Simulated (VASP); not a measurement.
Set up this calculation in VASP 6.6.1, as the native input.

```
Task                   : single point
Functional             : PBE
Potentials or basis    : VASP PAW PBE potentials, release 64 (Hf_pv, Ge_d)
Cutoff                 : 520 eV
k mesh                 : 8 × 8 × 8
Occupations            : fermi-dirac, width 0.05 eV
Spin                   : no spin polarisation
Dipole correction      : no
Further INCAR settings : ALGO = Normal; EDIFF = 1e-06; NBANDS = 19
```

The structure of HfGe lies in POSCAR:

```
HfGe
1.0
    3.4535234501      0.0000000000      0.0000000000
    0.0000000000      3.4535234501      0.0000000000
    0.0000000000      0.0000000000      3.4535234501
Hf Ge
1 1
Direct
    0.0000000000      0.0000000000      0.0000000000
    0.5000000000      0.5000000000      0.5000000000
```

This cell differs from its parent crystal: volume scaled by 0.96.

One way to write it, as run:

INCAR

```
ALGO = Normal
EDIFF = 1E-6
ENCUT = 520
GGA = PE
ISIF = 2
ISMEAR = -1
LASPH = T
LCHARG = F
LREAL = F
LWAVE = F
NBANDS = 19
NELM = 60
PREC = Accurate
SIGMA = 0.05
```

KPOINTS

```
k-points
0
Gamma
  8 8 8
```

Potentials or basis: VASP PAW PBE potentials, release 64 (Hf_pv, Ge_d).

Command:

```bash
$ cat potpaw_PBE.64/Hf_pv/POTCAR potpaw_PBE.64/Ge_d/POTCAR > POTCAR
$ mpirun -np 1 vasp_std > vasp.out
```

Results of the run:

| Quantity | Value |
| --- | --- |
| Pressure | -8.8 GPa |
| Band gap on the k mesh | zero (band 12 reaches 7.44 eV, above the bottom of band 13 at 5.35 eV) |

Caveat: spin-orbit coupling is left out, which moves the levels of the heavy elements.

Wall time 12 s on 1 thread of Intel(R) Xeon(R) 6975P-C (Granite Rapids), on a shared host, peak memory 0.17 GiB.
